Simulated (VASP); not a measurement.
A run of VASP 6.6.1:

File POSCAR:

```
V
1.0
   -1.5130000000      1.5130000000      1.5130000000
    1.5130000000     -1.5130000000      1.5130000000
    1.5130000000      1.5130000000     -1.5130000000
V
1
Direct
    0.0000000000      0.0000000000      0.0000000000
```

The input INCAR.step1:

```
ALGO = Normal ; EDIFF = 1E-4
ENCUT = 520 ; GGA = PE
ISMEAR = -1 ; ISPIN = 2
LASPH = T ; LCHARG = F
LMAXMIX = 4 ; LREAL = F
LWAVE = T ; MAGMOM = 1.44
NBANDS = 16 ; NELM = 150
NUPDOWN = 1.44 ; PREC = Accurate
SIGMA = 0.1
```

File INCAR.step2:

```
ALGO = Normal ; EDIFF = 1E-7
ENCUT = 520 ; ISIF = 2
ISMEAR = -1 ; ISPIN = 2
ISTART = 1 ; LASPH = T
LCHARG = F ; LMAXMIX = 4
LMIXTAU = T ; LORBIT = 11
LREAL = F ; LWAVE = F
MAGMOM = 1.44 ; METAGGA = R2SCAN
NBANDS = 16 ; NELM = 150
NUPDOWN = 1.44 ; PREC = Accurate
SIGMA = 0.1
```

KPOINTS

```
k-points
0
Gamma
  12 12 12
```

Potentials or basis: VASP PAW PBE potentials, release 64 (V_sv).

Command:

```sh
$ cat potpaw_PBE.64/V_sv/POTCAR > POTCAR
$ cp INCAR.step1 INCAR
$ mpirun -np 1 vasp_std > vasp.out
$ cp INCAR.step2 INCAR
$ mpirun -np 1 vasp_std > vasp.out
```

Hardware: 1 thread of Intel Xeon 8259CL (shared host).

**Question.** Estimate the wall time of this run.

**Answer.** Run time: 3.3 min on 1 thread of Intel Xeon 8259CL, on a shared host, peak memory 0.15 GiB. Counts: k points 72.
